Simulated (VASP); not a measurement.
**AlAs: single point with LDA**

The system is AlAs.

```
CELL_PARAMETERS angstrom
0.00000 2.79109 2.79109
2.79109 0.00000 2.79109
2.79109 2.79109 0.00000
ATOMIC_POSITIONS crystal
Al 0.00000 0.00000 0.00000
As 0.75000 0.75000 0.75000
```

```json
{
 "Program": "VASP 6.6.1",
 "Task": "single point",
 "Functional": "LDA",
 "Potentials or basis": "VASP PAW LDA potentials, release 64 (Al, As)",
 "Cutoff": "500 eV",
 "k mesh": "8 × 8 × 8",
 "Occupations": "gaussian, width 0.01 eV",
 "Spin": "no spin polarisation",
 "Dipole correction": "no",
 "Further INCAR settings": "ALGO = Normal; EDIFF = 1e-06; NBANDS = 11"
}
```

```yaml
Pressure: 2.4 GPa
Band_gap_on_the_k_mesh: 1.27 eV, indirect (least direct gap 2.22 eV)
```

Levels at points of the mesh, in eV from the valence-band top:
```csv
k point,band 1,band 2,band 3,band 4,band 5,band 6,band 7,band 8
"(0.00, 0.00, 0.00)",-12.13,0.00,0.00,0.00,2.22,4.32,4.32,4.32
"(0.50, 0.00, 0.00)",-10.62,-5.79,-0.85,-0.85,2.18,4.67,4.67,7.66
"(0.50, 0.50, 0.00)",-10.03,-5.60,-2.27,-2.27,1.27,2.20,10.53,10.53
```

Run time: 8.9 s on 1 thread of Intel Xeon 6975P-C (shared host), peak memory 0.15 GiB.

A k mesh can miss the band edges.
